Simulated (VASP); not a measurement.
Set up this calculation in VASP 6.6.1, as the native input.

```yaml
Task: single point
Functional: PBEsol
Potentials_or_basis: VASP PAW PBE potentials, release 64 (Zr_sv, S)
Cutoff: 520 eV
k_mesh: 12 × 12 × 12
Occupations: gaussian, width 0.05 eV
Spin: no spin polarisation
Dipole_correction: no
Further_INCAR_settings: ALGO = Normal; EDIFF = 1e-06; NBANDS = 16
```

The structure of ZrS lies in POSCAR:

```
ZrS
1.0
    0.0000000000      2.6250004535      2.6250004535
    2.6250004535      0.0000000000      2.6250004535
    2.6250004535      2.6250004535      0.0000000000
Zr S
1 1
Direct
    0.5000000000      0.5000000000      0.5000000000
    0.0000000000      0.0000000000      0.0000000000
```

These files were run (other wordings do the same):

INCAR

```
PREC = Accurate ; ENCUT = 520
EDIFF = 1E-6 ; ISMEAR = 0
SIGMA = 0.05 ; LREAL = False
LASPH = True ; NELM = 80
ALGO = Normal ; ISIF = 2
LWAVE = False ; LCHARG = False
GGA = PS ; NBANDS = 16
```

KPOINTS

```
regular mesh
0
Gamma
  12 12 12
```

Potentials or basis: VASP PAW PBE potentials, release 64 (Zr_sv, S).

Run with:

```bash
$ cat potpaw_PBE.64/Zr_sv/POTCAR potpaw_PBE.64/S/POTCAR > POTCAR
$ mpirun -np 1 vasp_std > vasp.out
```

It gave:

| Property | Result |
| --- | --- |
| Pressure | -6.3 GPa |
| Band gap on the k mesh | zero (band 9 reaches 12.07 eV, above the bottom of band 10 at 9.25 eV) |

Caveat: the PAW data sets were made with another functional, which shifts forces and pressure a little.

Run time: 40 s on 1 thread of Intel(R) Xeon(R) Platinum 8259CL CPU @ 2.50GHz (Skylake/Cascade Lake) (shared host), peak memory 0.18 GiB.
